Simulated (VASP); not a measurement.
# ZnCd2Te3: single point with PBE

ZnCd2Te3:

```
CELL_PARAMETERS angstrom
5.42866 0.00000 0.00000
-2.71433 4.70136 0.00000
0.00000 0.00000 6.53624
ATOMIC_POSITIONS crystal
Zn 0.00000 0.00000 0.50000
Cd 0.33333 0.66667 0.50000
Cd 0.66667 0.33333 0.50000
Te 0.00000 0.00000 0.00000
Te 0.33333 0.66667 0.00000
Te 0.66667 0.33333 0.00000
```

```json
{"Program": "VASP 6.6.1", "Task": "single point", "Functional": "PBE", "Potentials or basis": "VASP PAW PBE potentials, release 64 (Zn, Cd, Te)", "Cutoff": "520 eV", "k mesh": "6 × 6 × 4", "Occupations": "gaussian, width 0.1 eV", "Spin": "no spin polarisation", "Dipole correction": "no", "Further INCAR settings": "ALGO = Normal; EDIFF = 1e-06; NBANDS = 36"}
```

| Item | Value |
| --- | --- |
| Pressure | 0.0 GPa |
| Band gap on the k mesh | zero (band 27 reaches 6.21 eV, above the bottom of band 28 at 3.42 eV) |

Stress tensor (GPa, compression positive):
```
 0.12  0.00  0.00
 0.00  0.12  0.00
 0.00  0.00 -0.26
```

Levels at points of the mesh, in eV from the Fermi level:
```tsv
k point	band 24	band 25	band 26	band 27	band 28	band 29	band 30	band 31
(0.00, 0.00, 0.00)	-4.64	-1.27	-1.18	0.77	1.62	2.24	2.24	2.25
(0.50, 0.00, 0.00)	-2.07	-2.04	-1.86	-0.05	-0.01	0.18	0.20	0.92
(0.00, 0.00, 0.50)	-2.13	-1.68	-1.53	0.39	1.63	1.63	1.67	1.67
(0.50, 0.00, 0.50)	-2.03	-0.84	-0.64	-0.55	0.21	0.22	0.95	2.03
```

Wall time 43 s on 1 thread of Intel(R) Xeon(R) 6975P-C (Granite Rapids), with other jobs on the host, peak memory 0.34 GiB.

Caveat: spin-orbit coupling is left out, which moves the levels of the heavy elements.
